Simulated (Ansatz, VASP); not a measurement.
## Hf2TaN2: VASP beside Ansatz

```
Hf Ta N
1.0
     3.40243    0.00000    0.00000
    -1.70122    2.94659    0.00000
     0.00000    0.00000    8.37667
Hf Ta N
2 1 2
Cartesian
  1.7012 0.9822 5.6475
  0.0000 1.9644 2.7292
  0.0000 0.0000 0.0000
  1.7012 0.9822 3.2537
  0.0000 1.9644 5.1230
```

Change from the starting cell: species swapped into the Er2SeO2 type (P-3m1, No. 164).

Alike in both runs: functional PBE; k mesh 12 × 12 × 6; occupations gaussian, width 0.1 eV; no spin polarisation.

Ansatz relaxed the structure, and its values are those at the end. VASP's run is a single point on that final structure, the one shown.

```csv
,VASP,Ansatz
version,VASP 6.6.1,Ansatz 0.2.0
potentials or method,"VASP PAW PBE potentials, release 64 (Hf_pv, Ta_pv, N), cutoff 520 eV","scalar-relativistic, plane waves, PAW"
valence electrons in the cell,41,75
```

Ansatz gave:

| Item | Value |
| --- | --- |
| gap on the k mesh at the Fermi level (eV) | none |
| pressure (GPa) | 0.0 |
| rms of the force components (eV/Å) | 0.002 |

**Question.** Which values does VASP return?

**Answer.** gap on the k mesh at the Fermi level (eV): none; pressure (GPa): -0.8; rms of the force components (eV/Å): 0.042.

A gap of «none» marks a metal or a gap that the smearing closes. VASP's potentials hold 41 valence electrons a cell and Ansatz's 75, so a difference there can come from the potentials and not from the codes.

Neither program's run includes spin-orbit coupling.
